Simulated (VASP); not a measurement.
Wanted: the native input for a VASP 6.6.1 run.

```
Task                   : single point
Functional             : PBE
Potentials or basis    : VASP PAW PBE potentials, release 64 (H, As, F)
Cutoff                 : 600 eV
k mesh                 : 6 × 6 × 6
Occupations            : gaussian, width 0.1 eV
Spin                   : no spin polarisation
Dipole correction      : no
Further INCAR settings : ALGO = Normal; EDIFF = 1e-06; NBANDS = 14
```

The structure of AsHF lies in POSCAR:

```
AsHF
1.0
    3.0902248424      0.0000000000      0.0000000000
    0.0000000000      3.0902248424      0.0000000000
    0.0000000000      0.0000000000      3.4083760125
H As F
1 1 1
Direct
    0.5000000000      0.5000000000      0.5000000000
    0.5000000000      0.5000000000      0.0000000000
    0.0000000000      0.0000000000      0.5000000000
```

The cell was generated, and may not be a known phase.

One way to write it, as run:

INCAR

```
SYSTEM = AsHF
PREC     = Accurate       ! precision mode
ENCUT    = 600            ! plane-wave cutoff, eV
EDIFF    = 1E-6           ! SCF threshold, eV
ISMEAR   = 0              ! smearing method
SIGMA    = 0.1            ! smearing width, eV
LREAL    = .FALSE.        ! projectors in reciprocal space
LASPH    = .TRUE.         ! aspherical terms in the spheres
NELM     = 120            ! most SCF steps
ALGO     = Normal         ! electronic algorithm
ISIF     = 2              ! what is computed and relaxed
LWAVE    = .FALSE.        ! write WAVECAR
LCHARG   = .FALSE.        ! write CHGCAR
GGA      = PE             ! functional
NBANDS   = 14             ! bands
GGA_COMPAT= .FALSE.
```

KPOINTS

```
regular mesh
0
G
  6 6 6
  0 0 0
```

Potentials or basis: VASP PAW PBE potentials, release 64 (H, As, F).

Launch:

```console
$ cat potpaw_PBE.64/H/POTCAR potpaw_PBE.64/As/POTCAR potpaw_PBE.64/F/POTCAR > POTCAR
$ mpirun -np 1 vasp_std > vasp.out
```

It gave:

```json
{
 "Pressure": "-0.1 GPa",
 "Band gap on the k mesh": "zero (an odd number of electrons rules out a gap without spin polarisation)"
}
```

Caveat: an odd number of electrons without spin polarisation forces a metal; a magnetic or distorted state may lie lower.

It took 16 s on 1 thread of Oxide Virtual Turin-like Processor, on a shared host, peak memory 0.14 GiB.
